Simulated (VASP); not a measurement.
PrBi3H: relaxation of cell and atoms with PBE

The system is PrBi3H.

```
CELL_PARAMETERS angstrom
5.04738 0.00000 0.00000
0.00000 5.04738 0.00000
0.00000 0.00000 5.04738
ATOMIC_POSITIONS crystal
Pr 0.50000 0.50000 0.50000
Bi 0.50000 0.00000 0.00000
Bi 0.00000 0.50000 0.00000
Bi 0.00000 0.00000 0.50000
H 0.00000 0.00000 0.00000
```

The cell was built from a structure type or drawn by symmetry, and may not be a known phase.

```json
{
 "Program": "VASP 6.6.1",
 "Task": "relaxation of cell and atoms",
 "Functional": "PBE",
 "Potentials or basis": "VASP PAW PBE potentials, release 64 (Pr_3, Bi_d, H), 4f in core",
 "Cutoff": "500 eV",
 "k mesh": "8 × 8 × 8",
 "Occupations": "gaussian, width 0.1 eV",
 "Spin": "no spin polarisation",
 "Dipole correction": "no",
 "Mended": "yes",
 "Further INCAR settings": "ALGO = Normal; EDIFF = 1e-07; IBRION = 2; EDIFFG = -0.01; NSW = 100; ISIF = 3"
}
```

The relaxed volume is 25.61 Å³/atom, the relaxed cell is a = 5.041 Å, b = 5.041 Å, c = 5.041 Å, α = 90.00°, β = 90.00°, γ = 90.00° and the space group after relaxing (to 0.1 Å) is Pm-3m (No. 221). The energy gained by relaxing is 0.1 meV/atom, the ionic steps are 3 and the pressure after relaxing is 0.0 GPa. The band gap on the k mesh is zero (an odd number of electrons rules out a gap without spin polarisation).

Step by step:
| step | energy change (eV) | largest force (eV/Å) | pressure (GPa) | volume (Å³) |
| --- | --- | --- | --- | --- |
| 1 | 0.0000 | 0.0000 | -0.22 | 128.59 |
| 2 | -0.0003 | 0.0000 | 0.07 | 127.93 |
| 3 | -0.0004 | 0.0000 | 0.00 | 128.07 |

Final structure:
```cif
data_structure
_symmetry_space_group_name_H-M 'P 1'
_symmetry_Int_Tables_number 1
_cell_length_a 5.0407
_cell_length_b 5.0407
_cell_length_c 5.0407
_cell_angle_alpha 90.000
_cell_angle_beta 90.000
_cell_angle_gamma 90.000
_cell_volume 128.07
loop_
_atom_site_label
_atom_site_type_symbol
_atom_site_fract_x
_atom_site_fract_y
_atom_site_fract_z
_atom_site_occupancy
Pr1 Pr 0.50000 0.50000 0.50000 1
Bi1 Bi 0.50000 0.00000 0.00000 1
Bi2 Bi 0.00000 0.50000 0.00000 1
Bi3 Bi 0.00000 0.00000 0.50000 1
H1 H 0.00000 0.00000 0.00000 1
```

Levels at points of the mesh, in eV from the Fermi level:
```csv
k point,band 27,band 28,band 29,band 30,band 31,band 32
"(0.00, 0.00, 0.00)",-0.03,-0.03,-0.03,0.41,0.41,0.79
"(0.50, 0.00, 0.00)",-2.37,-1.39,-1.39,0.70,0.70,0.91
"(0.50, 0.50, 0.00)",-1.70,-1.36,-1.36,0.87,0.99,1.28
"(0.50, 0.50, 0.50)",0.95,1.80,1.80,1.80,1.84,1.84
```

Run time: 5.9 min on 1 thread of AMD EPYC 7R43 64-Core Processor (Zen 3), on a shared host, peak memory 0.3 GiB.

Caveat: spin-orbit coupling is left out, which moves the levels of the heavy elements; the 4f electrons are frozen in the core, so they carry no moment and show no levels. Spin polarisation is off, so any magnetic state and its effect on volume and gap are missing.
